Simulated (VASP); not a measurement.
Wanted: the native input for a VASP 6.6.1 run.

```
Task                   : single point
Functional             : PBE
Potentials or basis    : VASP PAW PBE potentials, release 64 (K_sv, F)
Cutoff                 : 520 eV
k mesh                 : 8 × 8 × 8
Occupations            : gaussian, width 0.02 eV
Spin                   : no spin polarisation
Dipole correction      : no
Further INCAR settings : ALGO = Normal; EDIFF = 1e-06; NBANDS = 15
```

The structure of KF lies in POSCAR:

```
KF
1.0
    0.0000000000      2.7683825150      2.7683825150
    2.7683825150      0.0000000000      2.7683825150
    2.7683825150      2.7683825150      0.0000000000
K F
1 1
Direct
    0.0000000000      0.0000000000      0.0000000000
    0.5000000000      0.5000000000      0.5000000000
```

This cell differs from its parent crystal: strained.

One way to write it, as run:

INCAR

```
PREC     = Accurate       # precision mode
ENCUT    = 520            # plane-wave cutoff, eV
EDIFF    = 1E-6           # SCF threshold, eV
ISMEAR   = 0              # smearing method
SIGMA    = 0.02           # smearing width, eV
LREAL    = F              # projectors in reciprocal space
LASPH    = T              # aspherical terms in the spheres
NELM     = 100            # most SCF steps
ALGO     = Normal         # electronic algorithm
ISIF     = 2              # what is computed and relaxed
LWAVE    = F              # write WAVECAR
LCHARG   = F              # write CHGCAR
GGA      = PE             # functional
NBANDS   = 15             # bands
```

KPOINTS

```
regular mesh
0
Gamma
  8 8 8
```

Potentials or basis: VASP PAW PBE potentials, release 64 (K_sv, F).

The run is started by

```bash
$ cat potpaw_PBE.64/K_sv/POTCAR potpaw_PBE.64/F/POTCAR > POTCAR
$ mpirun -np 1 vasp_std > vasp.out
```

It gave:

```
Pressure               : -1.6 GPa
Band gap on the k mesh : 5.64 eV, direct
```

Caveat: the cell differs from its parent crystal (strained).

Wall time 12 s on 1 thread of AMD EPYC 9R45 96-Core Processor (Zen 5) (shared host), peak memory 0.14 GiB.
